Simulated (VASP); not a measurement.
Write the native input for VASP 6.6.1 that does the following.

| Property | Result |
| --- | --- |
| Task | relaxation of cell and atoms |
| Functional | PBE |
| Potentials or basis | VASP PAW PBE potentials, release 64 (Hg, P) |
| Cutoff | 600 eV |
| k mesh | 6 × 6 × 6 |
| Occupations | gaussian, width 0.1 eV |
| Spin | no spin polarisation |
| Dipole correction | no |
| Further INCAR settings | ALGO = Normal; EDIFF = 1e-06; IBRION = 2; EDIFFG = -0.04; NSW = 90; ISIF = 3 |

The structure of Hg3P2 lies in POSCAR:

```
Hg3P2
1.0
    3.3715986800      1.9465934100      2.7061830100
   -3.3715986800      1.9465934100      2.7061830100
    0.0000000000     -3.8931868100      2.7061830100
Hg P
3 2
Direct
    0.5000000000      0.2500000000      0.7500000000
    0.7500000000      0.5000000000      0.2500000000
    0.2500000000      0.7500000000      0.5000000000
    0.2500000000      0.2500000000      0.2500000000
    0.7500000000      0.7500000000      0.7500000000
```

The cell was generated, and may not be a known phase.

The input as run:

INCAR

```
SYSTEM = Hg3P2
PREC = Accurate
ENCUT = 600
EDIFF = 1E-6
ISMEAR = 0
SIGMA = 0.1
LREAL = .False.
LASPH = .True.
NELM = 80
ALGO = Normal
ISIF = 3
LWAVE = .False.
LCHARG = .False.
GGA = PE
IBRION = 2
NSW = 90
EDIFFG = -0.04
```

KPOINTS

```
regular mesh
0
Gamma
  6 6 6
  0 0 0
```

Potentials or basis: VASP PAW PBE potentials, release 64 (Hg, P).

Run with:

```bash
$ cat potpaw_PBE.64/Hg/POTCAR potpaw_PBE.64/P/POTCAR > POTCAR
$ mpirun -np 1 vasp_std > vasp.out
```

Results of the run:

| Property | Result |
| --- | --- |
| Relaxed volume | 31.74 Å³/atom |
| Relaxed cell | a = 5.448 Å, b = 5.448 Å, c = 5.448 Å, α = 83.32°, β = 83.32°, γ = 83.32° |
| Space group after relaxing (to 0.1 Å) | R-3m (No. 166) |
| Energy gained by relaxing | 504.8 meV/atom |
| Ionic steps | 48 |
| Pressure after relaxing | 0.0 GPa |
| Largest force after relaxing | 0.028 eV/Å |
| Band gap on the k mesh | 1.76 eV (least direct gap 1.94 eV) |

Caveat: the volume moved by over 15 % at a fixed basis, so the end points are rough; spin-orbit coupling is left out, which moves the levels of the heavy elements.

It took 23 min on 1 thread of Intel(R) Xeon(R) 6975P-C (Granite Rapids), with other jobs on the host, peak memory 0.31 GiB.
